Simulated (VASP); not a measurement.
# Ti (P6_3/mmc) in VASP: single point with PBE

Aim: the single point of Ti with PBE.

Program: VASP 6.6.1. These are calculated values, not measurements. Logs are shortened: lines on timing, memory, paths and dates and some standing lists are left out, and cuts for length are marked.

### 1 The cell of the first run

It takes space group P6_3/mmc (No. 194, hexagonal). The conventional cell has a = 2.950 Å, b = 2.950 Å, c = 4.680 Å, α = 90.00°, β = 90.00°, γ = 120.00°. Ti (site symmetry -6m2) has 12 Ti at 2.89 to 2.95 Å within 3.8 Å.

### 2 Single point, PBE

INCAR reads:

```
  PREC = Accurate
  ENCUT = 520
  EDIFF = 1E-6
  ISMEAR = 0
  SIGMA = 0.05
  LREAL = False
  LASPH = True
  NELM = 100
  ALGO = Normal
  ISIF = 2
  LWAVE = False
  LCHARG = False
  GGA = PE
  NBANDS = 19
```

KPOINTS reads:

```
Automatic mesh
0
Gamma
  18 18 8
```

POSCAR reads:

```
Ti
1.0
    2.9500000000      0.0000000000      0.0000000000
   -1.4750000000      2.5547749400      0.0000000000
    0.0000000000      0.0000000000      4.6800000000
Ti
2
Direct
    0.3333333300      0.6666666700      0.2500000000
    0.6666666700      0.3333333300      0.7500000000
```

Potentials or basis: VASP PAW PBE potentials, release 64 (Ti_sv).

On the command line:

```sh
$ cat potpaw_PBE.64/Ti_sv/POTCAR > POTCAR
$ mpirun -np 1 vasp_std > vasp.out
```

OUTCAR:

```text
PREC = Accurate
   ENCUT = 520
   EDIFF = 1E-6
   ISMEAR = 0
   LREAL = False
   LASPH = True
   NELM = 100
   ISIF = 2
   GGA = PE

 ion  position               nearest neighbor table
   1  0.333  0.667  0.250-   2 2.89   2 2.89   2 2.89   2 2.89   2 2.89   2 2.89
   2  0.667  0.333  0.750-   1 2.89   1 2.89   1 2.89   1 2.89   1 2.89   1 2.89

  LATTYP: Found a hexagonal cell.
 ALAT       =     2.9500000000
 C/A-ratio  =     1.5864406780

  Lattice vectors:

 A1 = (   2.9500000000,   0.0000000000,   0.0000000000)
 A2 = (  -1.4750000000,   2.5547749400,   0.0000000000)
 A3 = (   0.0000000000,   0.0000000000,   4.6800000000)

Analysis of symmetry for initial positions (statically):
=====================================================================
 Subroutine PRICEL returns:
 Original cell was already a primitive cell.

 Routine SETGRP: Setting up the symmetry group for a
 hexagonal supercell.

 Subroutine GETGRP returns: Found 24 space group operations
 (whereof 12 operations were pure point group operations)
 out of a pool of 24 trial point group operations.

The static configuration has the point symmetry D_3d.
 The point group associated with its full space group is D_6h.

Analysis of symmetry for dynamics (positions and initial velocities):
=====================================================================
 Subroutine PRICEL returns:
 Original cell was already a primitive cell.

 Routine SETGRP: Setting up the symmetry group for a
 hexagonal supercell.

 Subroutine GETGRP returns: Found 24 space group operations
 (whereof 12 operations were pure point group operations)
 out of a pool of 24 trial point group operations.

The dynamic configuration has the point symmetry D_3d.
 The point group associated with its full space group is D_6h.

 Subroutine INISYM returns: Found 24 space group operations
 (whereof 12 operations are pure point group operations),
 and found     1 'primitive' translations

----------------------------------------------------------------------------------------

                                     Primitive cell

  volume of cell :      35.2712

  direct lattice vectors                    reciprocal lattice vectors
     2.950000000  0.000000000  0.000000000     0.338983051  0.195711956  0.000000000
    -1.475000000  2.554774940  0.000000000     0.000000000  0.391423911  0.000000000
     0.000000000  0.000000000  4.680000000     0.000000000  0.000000000  0.213675214

  length of vectors
     2.950000000  2.949999999  4.680000000     0.391423911  0.391423911  0.213675214

  position of ions in fractional coordinates (direct lattice)
     0.333333330  0.666666670  0.250000000
     0.666666670  0.333333330  0.750000000

  ion indices of the primitive-cell ions
   primitive index   ion index
                 1           1
                 2           2

----------------------------------------------------------------------------------------

 KPOINTS: Automatic mesh

Automatic generation of k-mesh.
 Grid dimensions read from file:
 generate k-points for:   18   18    8

 Generating k-lattice:

  Cartesian coordinates                     Fractional coordinates (reciprocal lattice)
     0.018832392  0.010872886  0.000000000     0.055555556  0.000000000  0.000000000
     0.000000000  0.021745773  0.000000000     0.000000000  0.055555556  0.000000000
     0.000000000  0.000000000  0.026709402     0.000000000  0.000000000  0.125000000

  Length of vectors
     0.021745773  0.021745773  0.026709402

  Shift w.r.t. Gamma in fractional coordinates (k-lattice)
     0.000000000  0.000000000  0.000000000

 Subroutine IBZKPT returns following result:
 ===========================================

 Found    185 irreducible k-points:

 Following reciprocal coordinates:
            Coordinates               Weight
  0.000000  0.000000  0.000000      1.000000
  0.055556 -0.000000  0.000000      6.000000
  0.111111 -0.000000  0.000000      6.000000
  0.166667 -0.000000  0.000000      6.000000
  0.222222 -0.000000  0.000000      6.000000
  0.277778 -0.000000  0.000000      6.000000
[... 16 lines left out ...]
  0.333333  0.111111  0.000000     12.000000
  0.388889  0.111111  0.000000     12.000000
 [... further k-points ...]
   k-points           NKPTS =    185   k-points in BZ     NKDIM =    185   number of bands    NBANDS=     19
   number of dos      NEDOS =    301   number of ions     NIONS =      2
   total plane-waves  NPLWV =  20736
   dimension x,y,z NGX =    24 NGY =   24 NGZ =   36
   dimension x,y,z NGXF=    48 NGYF=   48 NGZF=   72
   ions per type =               2
   NGX,Y,Z   is equivalent  to a cutoff of  13.53, 13.53, 12.79 a.u.
   NGXF,Y,Z  is equivalent  to a cutoff of  27.05, 27.05, 25.58 a.u.
 SYSTEM =  unknown system
   PREC   = accura    normal or accurate (medium, high low for compatibility)
   ISTART =      0    job   : 0-new  1-cont  2-samecut
   ICHARG =      2    charge: 1-file 2-atom 10-const
   ISPIN  =      1    spin polarized calculation?
   LNONCOLLINEAR =      F non collinear calculations
   LSORBIT =      F    spin-orbit coupling
   LASPH  =      T    aspherical Exc in radial PAW
   ENCUT  =  520.0 eV  38.22 Ry    6.18 a.u.   5.49  5.49  8.70*2*pi/ulx,y,z
   NELM   =    100;   NELMIN=  2; NELMDL= -5     # of ELM steps
   EDIFF  = 0.1E-05   stopping-criterion for ELM
   LREAL  =      F    real-space projection
   EDIFFG = 0.1E-04   stopping-criterion for IOM
   NSW    =      0    number of steps for IOM
   IBRION =     -1    ionic relax: 0-MD 1-quasi-New 2-CG
   NFREE  =      0    steps in history (QN), initial steepest desc. (CG)
   ISIF   =      2    stress and relaxation
   ISYM   =      2    0-nonsym 1-usesym 2-fastsym
   POTIM  = 0.5000    time-step for ionic-motion
   TEBEG  =    0.0;   TEEND  =   0.0 temperature during run
   PSTRESS=    0.0 pullay stress
   NELECT =      24.0000    total number of electrons
   NUPDOWN=      -1.0000    fix difference up-down
   EMIN   =  10.00;   EMAX   =-10.00  energy-range for DOS
   EFERMI =   0.00;   METHOD = LEGACY
   ISMEAR =     0;   SIGMA  =   0.05  broadening in eV -4-tet -1-fermi 0-gaus
   EFERMI_NEDOS =   21; number of points for ismear=-14 and -15
   IALGO  =     38    algorithm
   IMIX   =      4    mixing-type and parameters
     AMIX     =   0.40;   BMIX     =  1.00
     AMIX_MAG =   1.60;   BMIX_MAG =  1.00
  volume/ion in A,a.u.               =      17.64       119.01
  Fermi-wavevector in a.u.,A,eV,Ry     =   1.439920  2.721055 28.209912  2.073370
  Thomas-Fermi vector in A             =   2.558722
   LORBIT       =      0    0 simple, 1 ext, 2 COOP (PROOUT), +10 PAW based schemes
   GGA     = PE    functional components
   LHFCALC =     F    Hartree Fock is set to
   AEXX    =    0.0000 exact exchange contribution
   IVDW    =     0    specifies the selected vdW correction
   LEPSILON=     F    determine dielectric tensor
   LRPA    =     F    only Hartree local field effects (RPA)
 non-spin polarized calculation
 Gauss-broadening in eV      SIGMA  =   0.05
  energy-cutoff  :      520.00
  volume of cell :       35.27
 maximum number of plane-waves:       976
 NGX is ok and might be reduce to    24
   NGX = 11   NGY = 11   NGZ = 17

 number of electron      24.0000002 magnetization

 Free energy of the ion-electron system (eV)
  ---------------------------------------------------
  ext. energy  EPLUGINS =         0.00000000
  ---------------------------------------------------
  free energy    TOTEN  =       -15.67095750 eV

  energy without entropy =      -15.66908669  energy(sigma->0) =      -15.67002210

 E-fermi :   8.1979     XC(G=0): -11.4258

 val. band max:        8.1953757741   @ k =   0.3333   0.1667   0.3750
 cond. band min:       8.2018779728   @ k =   0.3333   0.2778   0.2500
 fundamental gap:      0.0065021986
 Fermi energy:         8.1979314604

 k-point     1 :       0.0000    0.0000    0.0000
  band No.  band energies     occupation
      1     -48.7119      2.00000
      2     -48.5842      2.00000
      3     -25.2829      2.00000
      4     -24.6672      2.00000
      5     -24.6672      2.00000
      6     -24.6117      2.00000
[... 11 lines left out ...]
     18       9.7779      0.00000
     19      11.2668      0.00000

 k-point     2 :       0.0556   -0.0000    0.0000
  band No.  band energies     occupation
      1     -48.7090      2.00000
      2     -48.5831      2.00000
      3     -25.2765      2.00000
      4     -24.6805      2.00000
      5     -24.6716      2.00000
      6     -24.6144      2.00000
[... 11 lines left out ...]
     18       9.7297      0.00000
     19      11.2927      0.00000

 k-point     3 :       0.1111   -0.0000    0.0000
  band No.  band energies     occupation
      1     -48.7007      2.00000
      2     -48.5798      2.00000
      3     -25.2575      2.00000
      4     -24.7190      2.00000
      5     -24.6843      2.00000
      6     -24.6255      2.00000
[... 11 lines left out ...]
     18       9.6374      0.00000
     19      11.3577      0.00000

 k-point     4 :       0.1667   -0.0000    0.0000
  band No.  band energies     occupation
      1     -48.6876      2.00000
      2     -48.5750      2.00000
      3     -25.2272      2.00000
      4     -24.7783      2.00000
      5     -24.7032      2.00000
      6     -24.6854      2.00000
[... 11 lines left out ...]
     18       9.8865      0.00000
     19      11.4372      0.00000

 k-point     5 :       0.2222   -0.0000    0.0000
  band No.  band energies     occupation
      1     -48.6711      2.00000
      2     -48.5697      2.00000
      3     -25.1877      2.00000
      4     -24.8516      2.00000
      5     -24.7571      2.00000
      6     -24.7258      2.00000
[... 11 lines left out ...]
     18      10.2085      0.00000
     19      11.5123      0.00000

 k-point     6 :       0.2778   -0.0000    0.0000
  band No.  band energies     occupation
      1     -48.6528      2.00000
      2     -48.5647      2.00000
      3     -25.1415      2.00000
      4     -24.9301      2.00000
      5     -24.8314      2.00000
      6     -24.7492      2.00000
[... 11 lines left out ...]
     18      10.5757      0.00000
     19      11.5737      0.00000

 k-point     7 :       0.3333   -0.0000    0.0000
  band No.  band energies     occupation
      1     -48.6344      2.00000
      2     -48.5610      2.00000
      3     -25.0923      2.00000
      4     -25.0041      2.00000
      5     -24.8997      2.00000
      6     -24.7707      2.00000
[... 11 lines left out ...]
     18      10.9534      0.00000
     19      11.6189      0.00000

 k-point     8 :       0.3889   -0.0000    0.0000
  band No.  band energies     occupation
      1     -48.6180      2.00000
      2     -48.5594      2.00000
      3     -25.0646      2.00000
      4     -25.0451      2.00000
      5     -24.9544      2.00000
      6     -24.7879      2.00000
[... 256 lines left out ...]
 k-point    20 :       0.1667    0.1111    0.0000
  band No.  band energies     occupation
      1     -48.6645      2.00000
      2     -48.5677      2.00000
      3     -25.1714      2.00000
      4     -24.8560      2.00000
      5     -24.8159      2.00000
      6     -24.7109      2.00000
[... 11 lines left out ...]
     18      10.4810      0.00000
     19      11.4848      0.00000

 k-point    21 :       0.2222    0.1111    0.0000
  band No.  band energies     occupation
      1     -48.6470      2.00000
      2     -48.5633      2.00000
      3     -25.1264      2.00000
      4     -24.9270      2.00000
      5     -24.8694      2.00000
      6     -24.7463      2.00000
[... 11 lines left out ...]
     18      10.9050      0.00000
     19      11.5231      0.00000

 k-point    22 :       0.2778    0.1111    0.0000
  band No.  band energies     occupation
      1     -48.6293      2.00000
      2     -48.5603      2.00000
      3     -25.0782      2.00000
      4     -24.9961      2.00000
      5     -24.9163      2.00000
      6     -24.7802      2.00000
[... 11 lines left out ...]
     18      11.3618      0.00000
     19      11.5526      0.00000

 k-point    23 :       0.3333    0.1111    0.0000
  band No.  band energies     occupation
      1     -48.6134      2.00000
      2     -48.5592      2.00000
      3     -25.0525      2.00000
      4     -25.0314      2.00000
      5     -24.9540      2.00000
      6     -24.8075      2.00000
[... 11 lines left out ...]
     18      11.5722      0.00000
     19      11.8339      0.00000

 k-point    24 :       0.3889    0.1111    0.0000
  band No.  band energies     occupation
      1     -48.6017      2.00000
      2     -48.5599      2.00000
      3     -25.0893      2.00000
      4     -24.9936      2.00000
      5     -24.9786      2.00000
      6     -24.8252      2.00000
[... 11 lines left out ...]
     18      11.5830      0.00000
     19      12.3114      0.00000

 [... further k-points ...]

------------------------ aborting loop because EDIFF is reached ----------------------------------------

  FORCE on cell =-STRESS in cart. coord.  units (eV):
  Direction    XX          YY          ZZ          XY          YZ          ZX
  --------------------------------------------------------------------------------------
  -------------------------------------------------------------------------------------
  Total       -0.3728193     -0.3728193     -0.4366948      0.0000000      0.0000000      0.0000000
  in kB      -16.9351253    -16.9351253    -19.8366403      0.0000000      0.0000000      0.0000000
  external PRESSURE =     -17.9022970 kB  Pullay stress =       0.0000000 kB

 VOLUME and BASIS-vectors are now :
 -----------------------------------------------------------------------------
  energy-cutoff  :      520.00
  volume of cell :       35.27
      direct lattice vectors                 reciprocal lattice vectors
     2.950000000  0.000000000  0.000000000     0.338983051  0.195711956  0.000000000
    -1.475000000  2.554774940  0.000000000     0.000000000  0.391423911  0.000000000
     0.000000000  0.000000000  4.680000000     0.000000000  0.000000000  0.213675214

 POSITION                                       TOTAL-FORCE (eV/Angst)
 -----------------------------------------------------------------------------------
     -0.00000      1.70318      1.17000        -0.000000      0.000000      0.000000
      1.47500      0.85159      3.51000         0.000000      0.000000      0.000000
 -----------------------------------------------------------------------------------
    total drift:                               -0.000009      0.000005     -0.000000

  FREE ENERGIE OF THE ION-ELECTRON SYSTEM (eV)
  ---------------------------------------------------
  free  energy   TOTEN  =       -15.6709575038 eV

  energy  without entropy=      -15.6690866902  energy(sigma->0) =      -15.67002210
```

Run time: 3.6 min. Hardware: 1 thread of AMD EPYC, shared host; peak memory 0.19 GiB.

What came out:

```yaml
Free_energy: -15.6710 eV
Pressure: -1.8 GPa
Band_gap_on_the_k_mesh: zero (band 12 reaches 8.94 eV, above the bottom of band 13 at 7.91 eV)
```

Stress tensor (GPa, compression positive):
```
-1.69  0.00  0.00
 0.00 -1.69  0.00
 0.00  0.00 -1.98
```

Levels at points of the mesh, in eV from the Fermi level:
```tsv
k point	band 8	band 9	band 10	band 11	band 12	band 13	band 14	band 15	band 16	band 17
(0.00, 0.00, 0.00)	-32.77	-6.20	-2.68	0.69	0.75	0.75	0.84	1.23	1.23	1.58
(0.50, 0.00, 0.00)	-32.84	-2.35	-2.13	-1.83	-0.66	0.46	0.59	1.12	3.26	3.47
(0.00, 0.00, 0.50)	-32.82	-4.36	-4.36	0.05	0.05	0.65	0.65	0.65	0.65	2.72
(0.50, 0.00, 0.50)	-32.92	-2.52	-2.52	-0.82	-0.82	1.26	1.26	1.68	1.68	3.39
```
